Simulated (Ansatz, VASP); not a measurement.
## Two plane-wave programs on Ta

```xyz
1
Lattice="0.0000 2.0707 2.0707 2.0707 0.0000 2.0707 2.0707 2.0707 0.0000" Properties=species:S:1:pos:R:3 pbc="T T T"
Ta    0.0000    0.0000    0.0000
```

Alike in both runs: functional LDA; k mesh 13 × 13 × 13; occupations fermi-dirac, width 0.1 eV; no spin polarisation.

Ansatz relaxed the structure, and its values are those at the end. VASP's run is a single point on that final structure, the one shown.

|  | VASP | Ansatz |
| --- | --- | --- |
| version | VASP 6.6.1 | Ansatz 0.2.0 |
| potentials or method | VASP PAW LDA potentials, release 64 (Ta_pv), cutoff 520 eV | plane waves (420 eV) with PAW, scalar-relativistic |
| valence electrons in the cell | 11 | 13 |

```tsv
	VASP	Ansatz	Ansatz less VASP
pressure (GPa)	0.8	0.0	-0.78
```

Ansatz warns that its potentials were made for another functional, while VASP's fit it. LDA's correlation is that of Perdew and Zunger in VASP and of Perdew and Wang (1992) in Ansatz. VASP's potentials hold 11 valence electrons a cell and Ansatz's 13, so a difference there can come from the potentials and not from the codes.

Neither program's run includes spin-orbit coupling.
